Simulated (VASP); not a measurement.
Crystal: Tc.

```
Tc
1.0
     2.72000    0.00000    0.00000
    -1.36000    2.35559    0.00000
     0.00000    0.00000    4.44176
Tc
2
Cartesian
  0.0000 1.5704 1.1104
  1.3600 0.7852 3.3313
```

| Property | Result |
| --- | --- |
| Program | VASP 6.6.1 |
| Task | relaxation of cell and atoms |
| Functional | PBE |
| Potentials or basis | VASP PAW PBE potentials, release 64 (Tc_pv) |
| Cutoff | 600 eV |
| k mesh | 9 × 9 × 5 |
| Occupations | fermi-dirac, width 0.05 eV |
| Spin | no spin polarisation |

At the start: pressure 4.2 GPa; volume 14.23 Å³/atom.

Question: Where does the relaxation end?

Answer: Over 5 steps the energy falls by 7.2 meV/atom and the volume is 14.43 Å³/atom (+1.4 %); space group P6_3/mmc (No. 194, to 0.1 Å) before and after.

Step by step:
| step | energy change (eV) | largest force (eV/Å) | pressure (GPa) | volume (Å³) |
| --- | --- | --- | --- | --- |
| 1 | 0.0000 | 0.0000 | 4.22 | 28.46 |
| 2 | 0.0325 | 0.0000 | -10.76 | 30.02 |
| 3 | -0.0126 | 0.0000 | -1.46 | 28.99 |
| 4 | -0.0119 | 0.0000 | 1.60 | 28.70 |
| 5 | -0.0144 | 0.0000 | -0.08 | 28.86 |

Final structure:
```xyz
2
Lattice="2.7505 0.0000 0.0000 -1.3752 2.3820 0.0000 0.0000 0.0000 4.4045" Properties=species:S:1:pos:R:3 pbc="T T T"
Tc    0.0000    1.5880    1.1011
Tc    1.3752    0.7940    3.3034
```
